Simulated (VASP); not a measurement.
# AlP (v.br) (F-43m) in VASP: notebook

The runs below take AlP (v.br) through single point, with PBE.

Everything below comes from runs of VASP 6.6.1. Logs are shortened: lines on timing, memory, paths and dates and some standing lists are left out, and cuts for length are marked.

## (1) The cell of the first run

The structure is cubic, space group F-43m (No. 216). The conventional cell has a = 5.470 Å, b = 5.470 Å, c = 5.470 Å, α = 90.00°, β = 90.00°, γ = 90.00°. Al (site symmetry -43m) has 4 P at 2.37 Å within 3.1 Å. Within 3.1 Å of P (site symmetry -43m) lie 4 Al at 2.37 Å.

## (2) Single point, PBE

INCAR

```
ALGO = Normal ; EDIFF = 1E-6
ENCUT = 500 ; GGA = PE
GGA_COMPAT = False ; ISIF = 2
ISMEAR = 0 ; LASPH = True
LCHARG = True ; LELF = True
LREAL = False ; LVHAR = True
LWAVE = False ; NBANDS = 11
NELM = 120 ; PREC = Accurate
SIGMA = 0.02
```

KPOINTS

```
k-points
0
Gamma
  8 8 8
```

POSCAR

```
AlP
1.0
    0.0000000000      2.7350000000      2.7350000000
    2.7350000000      0.0000000000      2.7350000000
    2.7350000000      2.7350000000      0.0000000000
Al P
1 1
Direct
    0.0000000000      0.0000000000      0.0000000000
    0.2500000000      0.2500000000      0.2500000000
```

Potentials or basis: VASP PAW PBE potentials, release 64 (Al, P).

The run is started by

```console
cat potpaw_PBE.64/Al/POTCAR potpaw_PBE.64/P/POTCAR > POTCAR
mpirun -np 1 vasp_std > vasp.out
```

OUTCAR:

```text
EDIFF = 1E-6
   ENCUT = 500
   GGA = PE
   ISIF = 2
   ISMEAR = 0
   LASPH = True
   LREAL = False
   NELM = 120
   PREC = Accurate

 ion  position               nearest neighbor table
   1  0.000  0.000  0.000-   2 2.37   2 2.37   2 2.37   2 2.37
   2  0.250  0.250  0.250-   1 2.37   1 2.37   1 2.37   1 2.37

  LATTYP: Found a face centered cubic cell.
 ALAT       =     5.4700000000

  Lattice vectors:

 A1 = (   0.0000000000,   2.7350000000,   2.7350000000)
 A2 = (   2.7350000000,   0.0000000000,   2.7350000000)
 A3 = (   2.7350000000,   2.7350000000,   0.0000000000)

Analysis of symmetry for initial positions (statically):
=====================================================================
 Subroutine PRICEL returns:
 Original cell was already a primitive cell.

 Routine SETGRP: Setting up the symmetry group for a
 face centered cubic supercell.

 Subroutine GETGRP returns: Found 24 space group operations
 (whereof 24 operations were pure point group operations)
 out of a pool of 48 trial point group operations.

The static configuration has the point symmetry T_d .

Analysis of symmetry for dynamics (positions and initial velocities):
=====================================================================
 Subroutine PRICEL returns:
 Original cell was already a primitive cell.

 Routine SETGRP: Setting up the symmetry group for a
 face centered cubic supercell.

 Subroutine GETGRP returns: Found 24 space group operations
 (whereof 24 operations were pure point group operations)
 out of a pool of 48 trial point group operations.

The dynamic configuration has the point symmetry T_d .

 Subroutine INISYM returns: Found 24 space group operations
 (whereof 24 operations are pure point group operations),
 and found     1 'primitive' translations

----------------------------------------------------------------------------------------

                                     Primitive cell

  volume of cell :      40.9168

  direct lattice vectors                    reciprocal lattice vectors
     0.000000000  2.735000000  2.735000000    -0.182815356  0.182815356  0.182815356
     2.735000000  0.000000000  2.735000000     0.182815356 -0.182815356  0.182815356
     2.735000000  2.735000000  0.000000000     0.182815356  0.182815356 -0.182815356

  length of vectors
     3.867874093  3.867874093  3.867874093     0.316645486  0.316645486  0.316645486

  position of ions in fractional coordinates (direct lattice)
     0.000000000  0.000000000  0.000000000
     0.250000000  0.250000000  0.250000000

  ion indices of the primitive-cell ions
   primitive index   ion index
                 1           1
                 2           2

----------------------------------------------------------------------------------------

 KPOINTS: k-points

Automatic generation of k-mesh.
 Grid dimensions read from file:
 generate k-points for:    8    8    8

 Generating k-lattice:

  Cartesian coordinates                     Fractional coordinates (reciprocal lattice)
    -0.022851920  0.022851920  0.022851920     0.125000000  0.000000000  0.000000000
     0.022851920 -0.022851920  0.022851920     0.000000000  0.125000000  0.000000000
     0.022851920  0.022851920 -0.022851920     0.000000000  0.000000000  0.125000000

  Length of vectors
     0.039580686  0.039580686  0.039580686

  Shift w.r.t. Gamma in fractional coordinates (k-lattice)
     0.000000000  0.000000000  0.000000000

 Subroutine IBZKPT returns following result:
 ===========================================

 Found     29 irreducible k-points:

 Following reciprocal coordinates:
            Coordinates               Weight
  0.000000  0.000000  0.000000      1.000000
  0.125000  0.000000  0.000000      8.000000
  0.250000  0.000000  0.000000      8.000000
  0.375000  0.000000  0.000000      8.000000
  0.500000  0.000000  0.000000      4.000000
  0.125000  0.125000  0.000000      6.000000
[... 16 lines left out ...]
  0.500000  0.250000  0.125000     48.000000
 -0.375000  0.250000  0.125000     24.000000
 [... further k-points ...]
   k-points           NKPTS =     29   k-points in BZ     NKDIM =     29   number of bands    NBANDS=     11
   number of dos      NEDOS =    301   number of ions     NIONS =      2
   total plane-waves  NPLWV =  21952
   dimension x,y,z NGX =    28 NGY =   28 NGZ =   28
   dimension x,y,z NGXF=    56 NGYF=   56 NGZF=   56
   ions per type =               1   1
   NGX,Y,Z   is equivalent  to a cutoff of  12.03, 12.03, 12.03 a.u.
   NGXF,Y,Z  is equivalent  to a cutoff of  24.07, 24.07, 24.07 a.u.
 SYSTEM =  unknown system
   PREC   = accura    normal or accurate (medium, high low for compatibility)
   ISTART =      0    job   : 0-new  1-cont  2-samecut
   ICHARG =      2    charge: 1-file 2-atom 10-const
   ISPIN  =      1    spin polarized calculation?
   LNONCOLLINEAR =      F non collinear calculations
   LSORBIT =      F    spin-orbit coupling
   LASPH  =      T    aspherical Exc in radial PAW
   ENCUT  =  500.0 eV  36.75 Ry    6.06 a.u.   7.05  7.05  7.05*2*pi/ulx,y,z
   NELM   =    120;   NELMIN=  2; NELMDL= -5     # of ELM steps
   EDIFF  = 0.1E-05   stopping-criterion for ELM
   LREAL  =      F    real-space projection
   EDIFFG = 0.1E-04   stopping-criterion for IOM
   NSW    =      0    number of steps for IOM
   IBRION =     -1    ionic relax: 0-MD 1-quasi-New 2-CG
   NFREE  =      0    steps in history (QN), initial steepest desc. (CG)
   ISIF   =      2    stress and relaxation
   ISYM   =      2    0-nonsym 1-usesym 2-fastsym
   POTIM  = 0.5000    time-step for ionic-motion
   TEBEG  =    0.0;   TEEND  =   0.0 temperature during run
   PSTRESS=    0.0 pullay stress
   NELECT =       8.0000    total number of electrons
   NUPDOWN=      -1.0000    fix difference up-down
   EMIN   =  10.00;   EMAX   =-10.00  energy-range for DOS
   EFERMI =   0.00;   METHOD = LEGACY
   ISMEAR =     0;   SIGMA  =   0.02  broadening in eV -4-tet -1-fermi 0-gaus
   EFERMI_NEDOS =   21; number of points for ismear=-14 and -15
   IALGO  =     38    algorithm
   IMIX   =      4    mixing-type and parameters
     AMIX     =   0.40;   BMIX     =  1.00
     AMIX_MAG =   1.60;   BMIX_MAG =  1.00
  volume/ion in A,a.u.               =      20.46       138.06
  Fermi-wavevector in a.u.,A,eV,Ry     =   0.950176  1.795573 12.283814  0.902835
  Thomas-Fermi vector in A             =   2.078528
   LORBIT       =      0    0 simple, 1 ext, 2 COOP (PROOUT), +10 PAW based schemes
   GGA     = PE    functional components
   LHFCALC =     F    Hartree Fock is set to
   AEXX    =    0.0000 exact exchange contribution
   IVDW    =     0    specifies the selected vdW correction
   LEPSILON=     F    determine dielectric tensor
   LRPA    =     F    only Hartree local field effects (RPA)
 non-spin polarized calculation
 Gauss-broadening in eV      SIGMA  =   0.02
  energy-cutoff  :      500.00
  volume of cell :       40.92
 maximum number of plane-waves:      1056
   NGX = 15   NGY = 15   NGZ = 15

 number of electron       8.0000000 magnetization

 Free energy of the ion-electron system (eV)
  ---------------------------------------------------
  ext. energy  EPLUGINS =         0.00000000
  ---------------------------------------------------
  free energy    TOTEN  =       -10.37253237 eV

  energy without entropy =      -10.37253237  energy(sigma->0) =      -10.37253237

 E-fermi :   4.6794     XC(G=0):  -9.1876

 val. band max:        4.5302359635   @ k =   0.0000   0.0000   0.0000
 cond. band min:       6.1204879677   @ k =   0.5000   0.5000   0.0000
 fundamental gap:      1.5902520042
 Fermi energy:         4.6793843612

 k-point     1 :       0.0000    0.0000    0.0000
  band No.  band energies     occupation
      1      -6.9437      2.00000
      2       4.5302      2.00000
      3       4.5302      2.00000
      4       4.5302      2.00000
      5       7.7891      0.00000
      6       9.0842      0.00000
      7       9.0842      0.00000
      8       9.0842      0.00000
      9      13.3589      0.00000
     10      13.3589      0.00000
     11      14.7829      0.00000

 k-point     2 :       0.1250    0.0000    0.0000
  band No.  band energies     occupation
      1      -6.7724      2.00000
      2       3.3093      2.00000
      3       4.3828      2.00000
      4       4.3828      2.00000
      5       8.2123      0.00000
      6       9.3662      0.00000
      7       9.3662      0.00000
      8       9.6009      0.00000
      9      12.8729      0.00000
     10      12.8729      0.00000
     11      15.4216      0.00000

 k-point     3 :       0.2500    0.0000    0.0000
  band No.  band energies     occupation
      1      -6.2906      2.00000
      2       1.3671      2.00000
      3       4.0898      2.00000
      4       4.0898      2.00000
      5       7.8367      0.00000
      6       9.6730      0.00000
      7       9.6730      0.00000
      8      11.4318      0.00000
      9      12.8502      0.00000
     10      12.8502      0.00000
     11      14.8853      0.00000

 k-point     4 :       0.3750    0.0000    0.0000
  band No.  band energies     occupation
      1      -5.6439      2.00000
      2      -0.2659      2.00000
      3       3.8553      2.00000
      4       3.8553      2.00000
      5       7.4608      0.00000
      6       9.4893      0.00000
      7       9.4893      0.00000
      8      12.6785      0.00000
      9      14.2344      0.00000
     10      14.2344      0.00000
     11      15.1395      0.00000
[... 239 lines left out ...]
 k-point    22 :       0.3750    0.2500    0.1250
  band No.  band energies     occupation
      1      -5.8828      2.00000
      2       1.0413      2.00000
      3       2.6465      2.00000
      4       3.6215      2.00000
      5       8.3818      0.00000
      6       9.3454      0.00000
      7       9.9717      0.00000
      8      11.3272      0.00000
      9      12.8646      0.00000
     10      15.3029      0.00000
     11      17.4142      0.00000

 k-point    23 :       0.5000    0.2500    0.1250
  band No.  band energies     occupation
      1      -5.2909      2.00000
      2      -0.0630      2.00000
      3       2.0834      2.00000
      4       3.2412      2.00000
      5       8.4803      0.00000
      6       9.3199      0.00000
      7      10.5576      0.00000
      8      11.6263      0.00000
      9      13.9922      0.00000
     10      15.8489      0.00000
     11      17.3339      0.00000

 k-point    24 :      -0.3750    0.2500    0.1250
  band No.  band energies     occupation
      1      -4.9676      2.00000
      2      -0.6179      2.00000
      3       1.9488      2.00000
      4       3.0554      2.00000
      5       8.4760      0.00000
      6       9.0581      0.00000
      7      11.4056      0.00000
      8      12.2204      0.00000
      9      13.5091      0.00000
     10      15.9767      0.00000
     11      17.2335      0.00000

 [... further k-points ...]
[... 5 lines left out ...]
  --------------------------------------------------------------------------------------
  -------------------------------------------------------------------------------------
  Total        0.4301100      0.4301100      0.4301100      0.0000000      0.0000000      0.0000000
  in kB       16.8417856     16.8417856     16.8417856      0.0000000      0.0000000      0.0000000
  external PRESSURE =      16.8417856 kB  Pullay stress =       0.0000000 kB

 VOLUME and BASIS-vectors are now :
 -----------------------------------------------------------------------------
  energy-cutoff  :      500.00
  volume of cell :       40.92
      direct lattice vectors                 reciprocal lattice vectors
     0.000000000  2.735000000  2.735000000    -0.182815356  0.182815356  0.182815356
     2.735000000  0.000000000  2.735000000     0.182815356 -0.182815356  0.182815356
     2.735000000  2.735000000  0.000000000     0.182815356  0.182815356 -0.182815356

 POSITION                                       TOTAL-FORCE (eV/Angst)
 -----------------------------------------------------------------------------------
      0.00000      0.00000      0.00000         0.000000     -0.000000      0.000000
      1.36750      1.36750      1.36750        -0.000000      0.000000     -0.000000
 -----------------------------------------------------------------------------------
    total drift:                               -0.000000     -0.000000      0.000000

  FREE ENERGIE OF THE ION-ELECTRON SYSTEM (eV)
  ---------------------------------------------------
  free  energy   TOTEN  =       -10.3725323700 eV

  energy  without entropy=      -10.3725323700  energy(sigma->0) =      -10.37253237
```

Wall time 21 s (1 thread of Intel Xeon 8259CL, shared host); peak memory 0.15 GiB.

Results:

```
Free energy            : -10.3725 eV
Pressure               : 1.7 GPa
Band gap on the k mesh : 1.59 eV, indirect (least direct gap 3.26 eV)
```

A k mesh can miss the band edges. As with any semilocal functional, this PBE gap is likely too small.

## (3) Single point, PBE

INCAR

```
SYSTEM = AlP
  PREC = Accurate
  ENCUT = 500
  EDIFF = 1E-6
  ISMEAR = 0
  SIGMA = 0.02
  LREAL = .False.
  LASPH = .True.
  NELM = 120
  ALGO = Normal
  ISIF = 2
  LWAVE = .False.
  LCHARG = .True.
  GGA = PE
  LELF = .True.
  LVHAR = .True.
  NBANDS = 11
  GGA_COMPAT = .False.
```

KPOINTS

```
Automatic mesh
0
Gamma
  8 8 8
  0 0 0
```

POSCAR is that of step 2.

Potentials or basis: VASP PAW PBE potentials, release 64 (Al, P).

The run is started by

```console
cat potpaw_PBE.64/Al/POTCAR potpaw_PBE.64/P/POTCAR > POTCAR
mpirun -np 1 vasp_std > vasp.out
```

Run time: 23 s. Hardware: 1 thread of Intel Xeon 8259CL, shared host; peak memory 0.15 GiB.

It converged, with:

```
Free energy            : -10.3725 eV
Pressure               : 1.7 GPa
Band gap on the k mesh : 1.59 eV, indirect (least direct gap 3.26 eV)
```

Levels at points of the mesh, in eV from the valence-band top:
```
           k point  band 2  band 3  band 4  band 5  band 6  band 7
(0.00, 0.00, 0.00)    0.00    0.00    0.00    3.26    4.55    4.55
(0.50, 0.00, 0.00)   -5.50   -0.76   -0.76    2.79    4.82    4.82
(0.50, 0.50, 0.00)   -5.29   -2.09   -2.09    1.59    2.47   11.03
```
